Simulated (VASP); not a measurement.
The system is CuI.

```
Cu I
1.0
     3.73317   -3.71109    0.00000
     3.73317    3.71109    0.00000
     0.00000    0.00000    4.30700
Cu I
2 2
Direct
  0.42044 0.57956 0.75000
  0.57956 0.42044 0.25000
  0.77004 0.22996 0.75000
  0.22996 0.77004 0.25000
```

Base run:

```yaml
Program: VASP 6.6.1
Functional: r2SCAN
Potentials_or_basis: VASP PAW PBE potentials, release 64 (Cu, I)
Cutoff: 520 eV
k_mesh: 6 × 6 × 8
Occupations: gaussian, width 0.05 eV
Spin: no spin polarisation
```

Its results: band gap on the k mesh 1.41 eV; pressure 0.1 GPa; largest force 0.061 eV/Å.

Problem. The run is repeated on the same cell with these changes: functional from r2SCAN to PBE. What comes out?

Solution. Band gap on the k mesh 1.04 eV; pressure 1.5 GPa; largest force 0.146 eV/Å.

Caveats: spin-orbit coupling is left out, which moves the levels of the heavy elements; the PAW data sets were made with another functional, which shifts forces and pressure a little (at least some runs).

A k mesh can miss the band edges.
